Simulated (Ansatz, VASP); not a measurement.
La: VASP beside Ansatz

INCAR

```
SYSTEM = La
PREC = Accurate
ENCUT = 520
EDIFF = 1E-6
ISMEAR = -1
SIGMA = 0.1
LREAL = .FALSE.
LASPH = .TRUE.
NELM = 60
ALGO = Normal
ISIF = 2
LWAVE = .FALSE.
LCHARG = .FALSE.
GGA = PE
NBANDS = 12
```

Contents of KPOINTS:

```
regular mesh
0
G
  12 12 12
  0 0 0
```

The input POSCAR:

```
La
1.0
   -2.1725039397      2.1725039397      2.1725039397
    2.1725039397     -2.1725039397      2.1725039397
    2.1725039397      2.1725039397     -2.1725039397
La
1
Direct
    0.0000000000      0.0000000000      0.0000000000
```

Input for Ansatz:

```yaml
crystal:
  lattice:
    - [-2.1725039397, 2.1725039397, 2.1725039397]
    - [2.1725039397, -2.1725039397, 2.1725039397]
    - [2.1725039397, 2.1725039397, -2.1725039397]
  atoms:
    - { symbol: La, position: [0.0, 0.0, 0.0] }
hamiltonian:
  xc: pbe
  pseudopotentials:
    kind: paw
    azcp:
      La: "pseudopotentials/La.paw.azcp"
basis:
  ecutwfc: 420
  fft_grid_basis: typed
kpoints:
  mp_grid: { grid: [12, 12, 12], shift: [0, 0, 0] }
magnetization:
  spin_polarized: false
scf:
  occupations: { method: fermi_dirac, width: 0.1 }
  lower_state_search: "off"
output:
  stress: true
```

Alike in both runs: task single point; functional PBE; k mesh 12 × 12 × 12; occupations fermi-dirac, width 0.1 eV; no spin polarisation.

```csv
,VASP,Ansatz
version,VASP 6.6.1,Ansatz 0.2.0
potentials or method,"VASP PAW PBE potentials, release 64 (La), cutoff 520 eV","plane waves (420 eV) with PAW, scalar-relativistic"
valence electrons in the cell,11,11
```

```tsv
	VASP	Ansatz	Ansatz less VASP
pressure (GPa)	-1.8	-1.8	-0.03
```

Neither program's run includes spin-orbit coupling.
